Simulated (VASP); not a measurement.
Write the native input for VASP 6.6.1 that does the following.

```
Task                   : single point
Functional             : PBEsol
Potentials or basis    : VASP PAW PBE potentials, release 64 (Hg, Te)
Cutoff                 : 520 eV
k mesh                 : 14 × 14 × 14
Occupations            : gaussian, width 0.15 eV
Spin                   : no spin polarisation
Dipole correction      : no
Further INCAR settings : ALGO = Normal; EDIFF = 1e-06; NBANDS = 16
```

The structure of HgTe lies in POSCAR:

```
HgTe
1.0
    0.0000000000      3.0945600000      3.2235000000
    3.0945600000      0.0000000000      3.2235000000
    3.0945600000      3.0945600000      0.0000000000
Hg Te
1 1
Direct
    0.0000000000      0.0000000000      0.0000000000
    0.7500000000      0.7500000000      0.7500000000
```

This cell differs from its parent crystal: strain -0.040 along x and y, +0.000 along z.

These files were run (other wordings do the same):

INCAR

```
SYSTEM = HgTe
PREC = Accurate ; ENCUT = 520
EDIFF = 1E-6 ; ISMEAR = 0
SIGMA = 0.15 ; LREAL = .False.
LASPH = .True. ; NELM = 60
ALGO = Normal ; ISIF = 2
LWAVE = .False. ; LCHARG = .False.
GGA = PS ; NBANDS = 16
```

KPOINTS

```
regular mesh
0
Gamma
  14 14 14
  0 0 0
```

Potentials or basis: VASP PAW PBE potentials, release 64 (Hg, Te).

The run is started by

```sh
$ cat potpaw_PBE.64/Hg/POTCAR potpaw_PBE.64/Te/POTCAR > POTCAR
$ mpirun -np 1 vasp_std > vasp.out
```

Results of the run:

The pressure is 6.3 GPa and the band gap on the k mesh is zero (filled and empty bands touch).

Caveat: the cell differs from its parent crystal (strain -0.040 along x and y, +0.000 along z); the PAW data sets were made with another functional, which shifts forces and pressure a little; spin-orbit coupling is left out, which moves the levels of the heavy elements.

It took 2.9 min on 1 thread of Intel(R) Xeon(R) Platinum 8259CL CPU @ 2.50GHz (Skylake/Cascade Lake) (shared host), peak memory 0.39 GiB.
